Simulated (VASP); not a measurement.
Set up this calculation in VASP 6.6.1, as the native input.

```
Task                   : single point
Functional             : PBE
Potentials or basis    : VASP PAW PBE potentials, release 64 (Li_sv, Cl)
Cutoff                 : 750 eV
k mesh                 : 8 × 8 × 8
Occupations            : gaussian, width 0.02 eV
Spin                   : no spin polarisation
Dipole correction      : no
Further INCAR settings : ALGO = Normal; EDIFF = 1e-06; NBANDS = 12
```

The structure of LiCl lies in POSCAR:

```
LiCl
1.0
    0.0000000000      2.5845342996      2.5845342996
    2.5845342996      0.0000000000      2.5845342996
    2.5845342996      2.5845342996      0.0000000000
Li Cl
1 1
Direct
    0.0000000000      0.0000000000      0.0000000000
    0.5000000000      0.5000000000      0.5000000000
```

This cell differs from its parent crystal: strained.

The input as run:

INCAR

```
  PREC = Accurate
  ENCUT = 750
  EDIFF = 1E-6
  ISMEAR = 0
  SIGMA = 0.02
  LREAL = F
  LASPH = T
  NELM = 120
  ALGO = Normal
  ISIF = 2
  LWAVE = F
  LCHARG = F
  GGA = PE
  NBANDS = 12
  GGA_COMPAT = F
```

KPOINTS

```
Automatic mesh
0
Gamma
  8 8 8
```

Potentials or basis: VASP PAW PBE potentials, release 64 (Li_sv, Cl).

Run with:

```sh
$ cat potpaw_PBE.64/Li_sv/POTCAR potpaw_PBE.64/Cl/POTCAR > POTCAR
$ mpirun -np 1 vasp_std > vasp.out
```

It gave:

```json
{
 "Pressure": "-0.4 GPa",
 "Band gap on the k mesh": "6.20 eV"
}
```

Caveat: the cell differs from its parent crystal (strained).

Wall time 50 s on 1 thread of Intel Xeon 8259CL, on a shared host, peak memory 0.2 GiB.
